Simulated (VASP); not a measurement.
Write the native input for VASP 6.6.1 that does the following.

- Task: single point
- Functional: LDA
- Potentials or basis: VASP PAW LDA potentials, release 64 (Ti_sv)
- Cutoff: 520 eV
- k mesh: 5 × 5 × 3
- Occupations: fermi-dirac, width 0.1 eV
- Spin: no spin polarisation
- Dipole correction: no
- Further INCAR settings: ALGO = Normal; EDIFF = 1e-06; NBANDS = 19

The structure of Ti lies in POSCAR:

```
Ti
1.0
    2.8638698861      0.0000000000      0.0000000000
   -1.4319349430      2.4801840745      0.0000000000
    0.0000000000      0.0000000000      4.5399943151
Ti
2
Direct
    0.3333333333      0.6666666667      0.2500000000
    0.6666666667      0.3333333333      0.7500000000
```

One way to write it, as run:

INCAR

```
  PREC = Accurate
  ENCUT = 520
  EDIFF = 1E-6
  ISMEAR = -1
  SIGMA = 0.1
  LREAL = F
  LASPH = T
  NELM = 80
  ALGO = Normal
  ISIF = 2
  LWAVE = F
  LCHARG = F
  GGA = CA
  NBANDS = 19
```

KPOINTS

```
Automatic mesh
0
Gamma
  5 5 3
```

Potentials or basis: VASP PAW LDA potentials, release 64 (Ti_sv).

The run is started by

```console
$ cat potpaw_LDA.64/Ti_sv/POTCAR > POTCAR
$ mpirun -np 1 vasp_std > vasp.out
```

It gave:

```json
{
 "Pressure": "0.0 GPa",
 "Band gap on the k mesh": "zero (band 12 reaches 9.68 eV, above the bottom of band 13 at 8.75 eV)"
}
```

Caveat: the k points lie up to 0.51 Å⁻¹ apart.

Run time: 3.6 s on 1 thread of Intel(R) Xeon(R) Platinum 8559C (Emerald Rapids) (shared host), peak memory 0.13 GiB.
